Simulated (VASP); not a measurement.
Runs of VASP 6.6.1 on Eu. The structure is that of space group Im-3m (No. 229), or close to it. The cells are those of the table. 

```csv
cell,gap on the mesh (eV),pressure (GPa),moment (μB)
"a = 3.473 Å, angles 109.5°, 1 atom",none,5.7,(a)
"a = 4.041 Å, angles 109.5°, 1 atom",none,(b),7.41
"a = 3.880 Å, angles 109.5°, 1 atom",none,-1.0,7.35
"a = 3.935 Å, angles 109.5°, 1 atom",none,-1.5,7.38
"a = 3.793 Å, angles 109.5°, 1 atom",none,-0.2,7.30
"a = 3.703 Å, angles 109.5°, 1 atom",none,0.9,7.25
"a = 3.608 Å, angles 109.5°, 1 atom",none,2.6,(d)
"a = 4.118 Å, angles 109.5°, 1 atom",none,-2.5,(c)
```

Alike in all rows: task single point; level PBE; potentials or basis VASP PAW PBE potentials, release 64 (Eu); spin collinear, ferromagnetic start; k mesh 10 × 10 × 10; cutoff (eV) 520; smearing fermi-dirac 0.05 eV.

**Question.** Estimate the missing entries.

**Answer.** (a) 7.18; (b) -2.1; (c) 7.40; (d) 7.23.

Caveats: spin-orbit coupling is left out, which moves the levels of the heavy elements; semilocal functionals describe open f shells poorly, which spoils levels, moments and volumes; the cell stands under pressure (at least some runs).

A k mesh can miss the band edges, and the runs leave out spin-orbit coupling on Eu.

A gap of «none» marks levels without a gap at the run's occupations.
